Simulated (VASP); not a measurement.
# Co (P6_3/mmc) in VASP: further runs

Co is run at these levels: PBE; tasks: single point.

All numbers are computed with VASP 6.6.1; they aren't measurements. Logs are shortened: lines on timing, memory, paths and dates and some standing lists are left out, and cuts for length are marked.

### Step 1. The cell of the first run

Symmetry: P6_3/mmc, No. 194, hexagonal system. Conventional cell: a = 2.505 Å, b = 2.505 Å, c = 4.089 Å, α = 90.00°, β = 90.00°, γ = 120.00°. Co (site symmetry -6m2) has 12 Co at 2.50 to 2.51 Å within 3.3 Å.

### Step 2. Single point, PBE

INCAR

```
SYSTEM = Co
  PREC = Accurate
  ENCUT = 520
  EDIFF = 1E-6
  ISMEAR = -1
  SIGMA = 0.1
  LREAL = .False.
  LASPH = .True.
  NELM = 80
  ALGO = Normal
  ISIF = 2
  LWAVE = .False.
  LCHARG = .True.
  GGA = PE
  LELF = .True.
  LVHAR = .True.
  NBANDS = 16
```

KPOINTS

```
regular mesh
0
Gamma
  11 11 6
  0 0 0
```

POSCAR

```
Co
1.0
    2.5053999800      0.0000000000      0.0000000000
   -1.2526999900      2.1697400300      0.0000000000
    0.0000000000      0.0000000000      4.0893000000
Co
2
Direct
    0.3333333300      0.6666666700      0.2500000000
    0.6666666700      0.3333333300      0.7500000000
```

Potentials or basis: VASP PAW PBE potentials, release 64 (Co).

On the command line:

```console
$ cat potpaw_PBE.64/Co/POTCAR > POTCAR
$ mpirun -np 1 vasp_std > vasp.out
```

OUTCAR:

```text
SYSTEM = Co
   PREC = Accurate
   ENCUT = 520
   EDIFF = 1E-6
   ISMEAR = -1
   LREAL = .False.
   LASPH = .True.
   NELM = 80
   ISIF = 2
   GGA = PE

 ion  position               nearest neighbor table
   1  0.333  0.667  0.250-   2 2.50   2 2.50   2 2.50   2 2.50   2 2.50   2 2.50
   2  0.667  0.333  0.750-   1 2.50   1 2.50   1 2.50   1 2.50   1 2.50   1 2.50

  LATTYP: Found a hexagonal cell.
 ALAT       =     2.5053999800
 C/A-ratio  =     1.6321944730

  Lattice vectors:

 A1 = (   2.5053999800,   0.0000000000,   0.0000000000)
 A2 = (  -1.2526999900,   2.1697400300,   0.0000000000)
 A3 = (   0.0000000000,   0.0000000000,   4.0893000000)

Analysis of symmetry for initial positions (statically):
=====================================================================
 Subroutine PRICEL returns:
 Original cell was already a primitive cell.

 Routine SETGRP: Setting up the symmetry group for a
 hexagonal supercell.

 Subroutine GETGRP returns: Found 24 space group operations
 (whereof 12 operations were pure point group operations)
 out of a pool of 24 trial point group operations.

The static configuration has the point symmetry D_3d.
 The point group associated with its full space group is D_6h.

Analysis of symmetry for dynamics (positions and initial velocities):
=====================================================================
 Subroutine PRICEL returns:
 Original cell was already a primitive cell.

 Routine SETGRP: Setting up the symmetry group for a
 hexagonal supercell.

 Subroutine GETGRP returns: Found 24 space group operations
 (whereof 12 operations were pure point group operations)
 out of a pool of 24 trial point group operations.

The dynamic configuration has the point symmetry D_3d.
 The point group associated with its full space group is D_6h.

 Subroutine INISYM returns: Found 24 space group operations
 (whereof 12 operations are pure point group operations),
 and found     1 'primitive' translations

----------------------------------------------------------------------------------------

                                     Primitive cell

  volume of cell :      22.2297

  direct lattice vectors                    reciprocal lattice vectors
     2.505399980  0.000000000  0.000000000     0.399137865  0.230442354  0.000000000
    -1.252699990  2.169740030  0.000000000     0.000000000  0.460884708  0.000000000
     0.000000000  0.000000000  4.089300000     0.000000000  0.000000000  0.244540630

  length of vectors
     2.505399980  2.505399981  4.089300000     0.460884708  0.460884708  0.244540630

  position of ions in fractional coordinates (direct lattice)
     0.333333330  0.666666670  0.250000000
     0.666666670  0.333333330  0.750000000

  ion indices of the primitive-cell ions
   primitive index   ion index
                 1           1
                 2           2

----------------------------------------------------------------------------------------

 KPOINTS: regular mesh

Automatic generation of k-mesh.
 Grid dimensions read from file:
 generate k-points for:   11   11    6

 Generating k-lattice:

  Cartesian coordinates                     Fractional coordinates (reciprocal lattice)
     0.036285260  0.020949305  0.000000000     0.090909091  0.000000000  0.000000000
     0.000000000  0.041898610  0.000000000     0.000000000  0.090909091  0.000000000
     0.000000000  0.000000000  0.040756772     0.000000000  0.000000000  0.166666667

  Length of vectors
     0.041898610  0.041898610  0.040756772

  Shift w.r.t. Gamma in fractional coordinates (k-lattice)
     0.000000000  0.000000000  0.000000000

 Subroutine IBZKPT returns following result:
 ===========================================

 Found     64 irreducible k-points:

 Following reciprocal coordinates:
            Coordinates               Weight
  0.000000  0.000000  0.000000      1.000000
  0.090909 -0.000000  0.000000      6.000000
  0.181818 -0.000000  0.000000      6.000000
  0.272727  0.000000  0.000000      6.000000
  0.363636 -0.000000  0.000000      6.000000
  0.454545 -0.000000  0.000000      6.000000
[... 16 lines left out ...]
  0.090909  0.090909  0.166667     12.000000
  0.181818  0.090909  0.166667     24.000000
 [... further k-points ...]
   k-points           NKPTS =     64   k-points in BZ     NKDIM =     64   number of bands    NBANDS=     16
   number of dos      NEDOS =    301   number of ions     NIONS =      2
   total plane-waves  NPLWV =  12000
   dimension x,y,z NGX =    20 NGY =   20 NGZ =   30
   dimension x,y,z NGXF=    40 NGYF=   40 NGZF=   60
   ions per type =               2
   NGX,Y,Z   is equivalent  to a cutoff of  13.27, 13.27, 12.20 a.u.
   NGXF,Y,Z  is equivalent  to a cutoff of  26.54, 26.54, 24.39 a.u.
 SYSTEM =  Co
   PREC   = accura    normal or accurate (medium, high low for compatibility)
   ISTART =      0    job   : 0-new  1-cont  2-samecut
   ICHARG =      2    charge: 1-file 2-atom 10-const
   ISPIN  =      1    spin polarized calculation?
   LNONCOLLINEAR =      F non collinear calculations
   LSORBIT =      F    spin-orbit coupling
   LASPH  =      T    aspherical Exc in radial PAW
   ENCUT  =  520.0 eV  38.22 Ry    6.18 a.u.   4.66  4.66  7.60*2*pi/ulx,y,z
   NELM   =     80;   NELMIN=  2; NELMDL= -5     # of ELM steps
   EDIFF  = 0.1E-05   stopping-criterion for ELM
   LREAL  =      F    real-space projection
   EDIFFG = 0.1E-04   stopping-criterion for IOM
   NSW    =      0    number of steps for IOM
   IBRION =     -1    ionic relax: 0-MD 1-quasi-New 2-CG
   NFREE  =      0    steps in history (QN), initial steepest desc. (CG)
   ISIF   =      2    stress and relaxation
   ISYM   =      2    0-nonsym 1-usesym 2-fastsym
   POTIM  = 0.5000    time-step for ionic-motion
   TEBEG  =    0.0;   TEEND  =   0.0 temperature during run
   PSTRESS=    0.0 pullay stress
   NELECT =      18.0000    total number of electrons
   NUPDOWN=      -1.0000    fix difference up-down
   EMIN   =  10.00;   EMAX   =-10.00  energy-range for DOS
   EFERMI =   0.00;   METHOD = LEGACY
   ISMEAR =    -1;   SIGMA  =   0.10  broadening in eV -4-tet -1-fermi 0-gaus
   EFERMI_NEDOS =   21; number of points for ismear=-14 and -15
   IALGO  =     38    algorithm
   IMIX   =      4    mixing-type and parameters
     AMIX     =   0.40;   BMIX     =  1.00
     AMIX_MAG =   1.60;   BMIX_MAG =  1.00
  volume/ion in A,a.u.               =      11.11        75.01
  Fermi-wavevector in a.u.,A,eV,Ry     =   1.525882  2.883500 31.678680  2.328317
  Thomas-Fermi vector in A             =   2.633992
   LORBIT       =      0    0 simple, 1 ext, 2 COOP (PROOUT), +10 PAW based schemes
   GGA     = PE    functional components
   LHFCALC =     F    Hartree Fock is set to
   AEXX    =    0.0000 exact exchange contribution
   IVDW    =     0    specifies the selected vdW correction
   LEPSILON=     F    determine dielectric tensor
   LRPA    =     F    only Hartree local field effects (RPA)
 non-spin polarized calculation
  energy-cutoff  :      520.00
  volume of cell :       22.23
 maximum number of plane-waves:       615
 NGX is ok and might be reduce to    20
   NGX =  9   NGY =  9   NGZ = 15

 number of electron      18.0000005 magnetization

 Free energy of the ion-electron system (eV)
  ---------------------------------------------------
  ext. energy  EPLUGINS =         0.00000000
  ---------------------------------------------------
  free energy    TOTEN  =       -13.64858096 eV

  energy without entropy =      -13.44964968  energy(sigma->0) =      -13.54911532

 E-fermi :   9.7930     XC(G=0): -13.2783

 val. band max:        9.7860184714   @ k =   0.3636  -0.0000   0.3333
 cond. band min:       9.7952456586   @ k =   0.0000   0.0000   0.3333
 fundamental gap:      0.0092271871
 Fermi energy:         9.7929845904

 k-point     1 :       0.0000    0.0000    0.0000
  band No.  band energies     occupation
      1       1.1374      2.00000
      2       5.3299      2.00000
      3       8.0331      2.00000
      4       8.1138      2.00000
      5       8.1138      2.00000
      6       8.4247      2.00000
[... 8 lines left out ...]
     15      34.3650      0.00000
     16      34.3658      0.00000

 k-point     2 :       0.0909   -0.0000    0.0000
  band No.  band energies     occupation
      1       1.4235      2.00000
      2       5.5122      2.00000
      3       7.8287      2.00000
      4       8.2503      2.00000
      5       8.2662      2.00000
      6       8.3655      2.00000
[... 8 lines left out ...]
     15      32.0344      0.00000
     16      32.0949      0.00000

 k-point     3 :       0.1818   -0.0000    0.0000
  band No.  band energies     occupation
      1       2.2484      2.00000
      2       5.9517      2.00000
      3       7.5207      2.00000
      4       7.5617      2.00000
      5       8.1417      2.00000
      6       8.5389      1.99999
[... 8 lines left out ...]
     15      29.4860      0.00000
     16      31.0898      0.00000

 k-point     4 :       0.2727    0.0000    0.0000
  band No.  band energies     occupation
      1       3.4851      2.00000
      2       6.2483      2.00000
      3       6.8516      2.00000
      4       7.3496      2.00000
      5       8.0512      2.00000
      6       8.3062      2.00000
[... 8 lines left out ...]
     15      27.3307      0.00000
     16      28.8452      0.00000

 k-point     5 :       0.3636   -0.0000    0.0000
  band No.  band energies     occupation
      1       4.7936      2.00000
      2       6.1219      2.00000
      3       6.3870      2.00000
      4       7.4442      2.00000
      5       8.1134      2.00000
      6       8.2291      2.00000
[... 8 lines left out ...]
     15      25.6768      0.00000
     16      25.7173      0.00000

 k-point     6 :       0.4545   -0.0000    0.0000
  band No.  band energies     occupation
      1       5.5810      2.00000
      2       5.9102      2.00000
      3       6.1589      2.00000
      4       7.7456      2.00000
      5       8.0057      2.00000
      6       8.1135      2.00000
[... 8 lines left out ...]
     15      23.1258      0.00000
     16      24.2248      0.00000

 k-point     7 :       0.0909    0.0909    0.0000
  band No.  band energies     occupation
      1       1.9801      2.00000
      2       5.8319      2.00000
      3       7.5830      2.00000
      4       7.8122      2.00000
      5       8.2282      2.00000
      6       8.4381      2.00000
[... 8 lines left out ...]
     15      28.0807      0.00000
     16      33.8617      0.00000

 k-point     8 :       0.1818    0.0909    0.0000
  band No.  band energies     occupation
      1       3.0221      2.00000
      2       6.2622      2.00000
      3       7.1066      2.00000
      4       7.2749      2.00000
      5       8.0852      2.00000
      6       8.2314      2.00000
[... 8 lines left out ...]
     15      25.9522      0.00000
     16      30.6557      0.00000

 k-point     9 :       0.2727    0.0909    0.0000
  band No.  band energies     occupation
      1       4.3424      2.00000
      2       6.3307      2.00000
      3       6.5830      2.00000
      4       7.2157      2.00000
      5       8.0346      2.00000
      6       8.1405      2.00000
[... 8 lines left out ...]
     15      24.4003      0.00000
     16      27.3480      0.00000
[... 172 lines left out ...]
 k-point    19 :       0.1818   -0.0000    0.1667
  band No.  band energies     occupation
      1       2.4976      2.00000
      2       5.8885      2.00000
      3       7.3117      2.00000
      4       7.5620      2.00000
      5       8.0366      2.00000
      6       8.3992      2.00000
[... 8 lines left out ...]
     15      29.8054      0.00000
     16      30.3035      0.00000

 k-point    20 :       0.2727    0.0000    0.1667
  band No.  band energies     occupation
      1       3.6876      2.00000
      2       6.2471      2.00000
      3       6.7413      2.00000
      4       7.3974      2.00000
      5       7.9069      2.00000
      6       8.3634      2.00000
[... 8 lines left out ...]
     15      27.1542      0.00000
     16      27.6961      0.00000

 k-point    21 :       0.3636   -0.0000    0.1667
  band No.  band energies     occupation
      1       4.8703      2.00000
      2       6.1008      2.00000
      3       6.4840      2.00000
      4       7.2579      2.00000
      5       8.1898      2.00000
      6       8.2137      2.00000
[... 8 lines left out ...]
     15      24.1696      0.00000
     16      26.1198      0.00000

 k-point    22 :       0.4545   -0.0000    0.1667
  band No.  band energies     occupation
      1       5.4372      2.00000
      2       5.9065      2.00000
      3       6.5129      2.00000
      4       7.1287      2.00000
      5       8.1209      2.00000
      6       8.4168      2.00000
[... 8 lines left out ...]
     15      23.6758      0.00000
     16      25.2576      0.00000

 k-point    23 :       0.0909    0.0909    0.1667
  band No.  band energies     occupation
      1       2.2359      2.00000
      2       5.7505      2.00000
      3       7.5058      2.00000
      4       7.6162      2.00000
      5       8.1104      2.00000
      6       8.3066      2.00000
[... 8 lines left out ...]
     15      28.3279      0.00000
     16      32.4001      0.00000

 k-point    24 :       0.1818    0.0909    0.1667
  band No.  band energies     occupation
      1       3.2485      2.00000
      2       6.2557      2.00000
      3       6.9188      2.00000
      4       7.3294      2.00000
      5       7.9731      2.00000
      6       8.2455      2.00000
[... 8 lines left out ...]
     15      26.2141      0.00000
     16      29.1327      0.00000

 [... further k-points ...]

------------------------ aborting loop because EDIFF is reached ----------------------------------------

  FORCE on cell =-STRESS in cart. coord.  units (eV):
  Direction    XX          YY          ZZ          XY          YZ          ZX
  --------------------------------------------------------------------------------------
  -------------------------------------------------------------------------------------
  Total       -1.9319026     -1.9319026     -2.3978008      0.0000000      0.0000000     -0.0000000
  in kB     -139.2393768   -139.2393769   -172.8183843      0.0000000      0.0000000     -0.0000000
  external PRESSURE =    -150.4323794 kB  Pullay stress =       0.0000000 kB

 VOLUME and BASIS-vectors are now :
 -----------------------------------------------------------------------------
  energy-cutoff  :      520.00
  volume of cell :       22.23
      direct lattice vectors                 reciprocal lattice vectors
     2.505399980  0.000000000  0.000000000     0.399137865  0.230442354  0.000000000
    -1.252699990  2.169740030  0.000000000     0.000000000  0.460884708  0.000000000
     0.000000000  0.000000000  4.089300000     0.000000000  0.000000000  0.244540630

 POSITION                                       TOTAL-FORCE (eV/Angst)
 -----------------------------------------------------------------------------------
     -0.00000      1.44649      1.02232         0.000000      0.000000      0.000000
      1.25270      0.72325      3.06697        -0.000000     -0.000000      0.000000
 -----------------------------------------------------------------------------------
    total drift:                               -0.000000      0.000000     -0.000000

  FREE ENERGIE OF THE ION-ELECTRON SYSTEM (eV)
  ---------------------------------------------------
  free  energy   TOTEN  =       -13.6485809585 eV

  energy  without entropy=      -13.4496496817  energy(sigma->0) =      -13.54911532
```

Run time: 14 s. Hardware: 1 thread of Intel Xeon Platinum 8488C (Sapphire Rapids), shared host; peak memory 0.14 GiB.

Results:

```yaml
Free_energy: -13.6486 eV
Pressure: -15.0 GPa
Band_gap_on_the_k_mesh: zero (bands 9 and 10 overlap by 1.30 eV)
```

Caveat: the cell stands under tension; the run has no spin polarisation, though such a crystal can be magnetic. Spin polarisation is off, so any magnetic state and its effect on volume and gap are missing.

(Continued in part 2 of 2.)

The gap in the log of VASP goes by the Fermi energy; the results here count the filled bands.